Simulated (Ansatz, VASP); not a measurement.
One calculation of Si16Ge, two programs

```
Si Ge
1.0
     0.00000    5.43000    5.43000
     5.43000    0.00000    5.43000
     5.43000    5.43000    0.00000
Si Ge
16 1
Direct
  0.99960 0.00042 0.00077
  0.12390 0.12453 0.12481
  0.00409 0.00486 0.49619
  0.12384 0.12444 0.62818
  0.00406 0.49590 0.00516
  0.12386 0.62786 0.12473
  0.00404 0.49594 0.49625
  0.13592 0.62170 0.62190
  0.49534 0.00466 0.00499
  0.62712 0.12451 0.12478
  0.49518 0.00485 0.49617
  0.62111 0.13662 0.62143
  0.49518 0.49587 0.00515
  0.62106 0.62117 0.13688
  0.49955 0.50041 0.50077
  0.62070 0.62166 0.62194
  0.74958 0.75030 0.75069
```

Alike in both runs: functional PBEsol; k mesh 2 × 2 × 2; occupations gaussian, width 0.05 eV; no spin polarisation.

Ansatz relaxed the structure, and its values are those at the end. VASP's run is a single point on that final structure, the one shown.

|  | VASP | Ansatz |
| --- | --- | --- |
| version | VASP 6.6.1 | Ansatz 0.2.0 |
| potentials or method | VASP PAW PBE potentials, release 64 (Si, Ge_d), cutoff 520 eV | scalar-relativistic, plane waves, PAW |
| valence electrons in the cell | 78 | 78 |

```csv
,VASP,Ansatz,Ansatz less VASP
rms of the force components (eV/Å),0.009,0.008,-0.0003
```

VASP's potentials were made for PBE, not for PBEsol, and Ansatz warns of the same on its side.

The k mesh is coarse, so the values compare programs but aren't converged.
